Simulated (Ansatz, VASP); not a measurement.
## Two plane-wave programs on Sc4BP3

```
Sc B P
1.0
     3.70727    0.00000    0.00000
     0.00000    3.70727    0.00000
     0.00000    0.00000   10.41299
Sc B P
4 1 3
Direct
  0.00000 0.00000 0.75756
  0.00000 0.00000 0.24244
  0.50000 0.50000 0.00000
  0.50000 0.50000 0.50000
  0.00000 0.00000 0.00000
  0.00000 0.00000 0.50000
  0.50000 0.50000 0.75158
  0.50000 0.50000 0.24842
```

Alike in both runs: functional PBE; k mesh 5 × 5 × 2; occupations gaussian, width 0.2 eV; no spin polarisation.

Ansatz relaxed the structure, and its values are those at the end. VASP's run is a single point on that final structure, the one shown.

|  | VASP | Ansatz |
| --- | --- | --- |
| version | VASP 6.6.1 | Ansatz 0.2.0 |
| potentials or method | VASP PAW PBE potentials, release 64 (Sc_sv, B, P), cutoff 520 eV | scalar-relativistic, plane waves, PAW |
| valence electrons in the cell | 62 | 62 |

VASP gave:

```
gap on the k mesh at the Fermi level (eV) : none
pressure (GPa)                            : 0.2
```

Q: What did Ansatz give for the same quantities?

A: gap on the k mesh at the Fermi level (eV): none; pressure (GPa): 0.0.

A gap of «none» marks a metal or a gap that the smearing closes.
